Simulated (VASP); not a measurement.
Set up this calculation in VASP 6.6.1, as the native input.

- Task: relaxation of shape and atoms at fixed volume
- Functional: PBE
- Potentials or basis: VASP PAW PBE potentials, release 64 (Mg)
- Cutoff: 600 eV
- k mesh: 15 × 15 × 8
- Occupations: gaussian, width 0.1 eV
- Spin: no spin polarisation
- Dipole correction: no
- Further INCAR settings: ALGO = Fast; EDIFF = 1e-06; IBRION = 2; EDIFFG = -0.01; NSW = 50; ISIF = 4

The structure of Mg lies in POSCAR:

```
Mg
1.0
    3.1445337721      0.0000000000      0.0000000000
   -1.5722668861      2.7232461297      0.0000000000
    0.0000000000      0.0000000000      5.0330467635
Mg
2
Direct
    0.3333333333      0.6666666667      0.2500000000
    0.6666666667      0.3333333333      0.7500000000
```

These files were run (other wordings do the same):

INCAR

```
SYSTEM = Mg
  PREC = Accurate
  ENCUT = 600
  EDIFF = 1E-6
  ISMEAR = 0
  SIGMA = 0.1
  LREAL = .FALSE.
  LASPH = .TRUE.
  NELM = 100
  ALGO = Fast
  ISIF = 4
  LWAVE = .FALSE.
  LCHARG = .FALSE.
  GGA = PE
  IBRION = 2
  NSW = 50
  EDIFFG = -0.01
```

KPOINTS

```
regular mesh
0
G
  15 15 8
  0 0 0
```

Potentials or basis: VASP PAW PBE potentials, release 64 (Mg).

Run with:

```console
$ cat potpaw_PBE.64/Mg/POTCAR > POTCAR
$ mpirun -np 1 vasp_std > vasp.out
```

Results of the run:

| Property | Result |
| --- | --- |
| Pressure after relaxing | 2.4 GPa |
| Band gap on the k mesh | zero (bands 2 and 3 overlap by 2.00 eV) |

It took 12 s on 1 thread of Intel(R) Xeon(R) 6975P-C (Granite Rapids) (shared host), peak memory 0.2 GiB.
